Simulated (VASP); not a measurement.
Sn2SeS3: single point with PBE

Crystal: Sn2SeS3.

```
CELL_PARAMETERS angstrom
3.59479 2.07546 3.42625
-3.59479 2.07546 3.42625
0.00000 -4.15091 3.42625
ATOMIC_POSITIONS crystal
Sn 0.67263 0.67263 0.67263
Sn 0.32737 0.32737 0.32737
Se 0.00000 0.00000 0.00000
S 0.00000 0.50000 0.00000
S 0.50000 0.00000 0.00000
S 0.00000 0.00000 0.50000
```

The cell was built from a structure type or drawn by symmetry, and may not be a known phase.

```yaml
Program: VASP 6.6.1
Task: single point
Functional: PBE
Potentials_or_basis: VASP PAW PBE potentials, release 64 (Sn_d, Se, S)
Cutoff: 520 eV
k_mesh: 6 × 6 × 6
Occupations: gaussian, width 0.1 eV
Spin: no spin polarisation
```

* Pressure: 0.0 GPa
* Band gap on the k mesh: zero (bands 26 and 27 overlap by 1.98 eV)

Levels at points of the mesh, in eV from the Fermi level:
| k point | band 22 | band 23 | band 24 | band 25 | band 26 | band 27 | band 28 | band 29 | band 30 | band 31 |
| --- | --- | --- | --- | --- | --- | --- | --- | --- | --- | --- |
| (0.00, 0.00, 0.00) | -2.18 | -2.18 | -1.63 | -0.94 | -0.44 | 0.00 | 0.00 | 2.83 | 2.83 | 3.12 |
| (0.50, 0.00, 0.00) | -2.80 | -2.60 | -2.19 | -1.88 | -0.76 | 1.45 | 1.49 | 1.54 | 2.75 | 2.79 |
| (0.50, 0.50, 0.00) | -2.83 | -2.44 | -2.06 | -1.66 | -1.60 | -1.37 | 1.36 | 1.53 | 1.95 | 2.85 |
| (0.50, 0.50, 0.50) | -2.17 | -2.02 | -2.02 | -1.96 | -1.96 | -1.13 | -0.43 | 0.23 | 2.23 | 2.23 |

Run time: 4 min on 1 thread of Intel Xeon 8259CL (shared host), peak memory 0.33 GiB.

Caveat: spin-orbit coupling is left out, which moves the levels of the heavy elements.
